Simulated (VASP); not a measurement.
The system is Pt.

```
Pt
1.0
     0.00000    1.96090    1.96090
     1.96090    0.00000    1.96090
     1.96090    1.96090    0.00000
Pt
1
Direct
  0.00000 0.00000 0.00000
```

Base run:

- Program: VASP 6.6.1
- Functional: PBEsol
- Potentials or basis: VASP PAW PBE potentials, release 64 (Pt)
- Cutoff: 500 eV
- k mesh: 10 × 10 × 10
- Occupations: methfessel-paxton, width 0.1 eV
- Spin: no spin polarisation

Its results: band gap on the k mesh zero (band 5 reaches 11.60 eV, above the bottom of band 6 at 9.39 eV); pressure -1.2 GPa.

Question: The run is repeated on the same cell with these changes: k mesh from 10 × 10 × 10 to 8 × 8 × 8. What comes out?

Answer: Band gap on the k mesh zero (band 5 reaches 11.56 eV, above the bottom of band 6 at 9.34 eV); pressure -2.0 GPa.

Caveats: the PAW data sets were made with another functional, which shifts forces and pressure a little; spin-orbit coupling is left out, which moves the levels of the heavy elements.
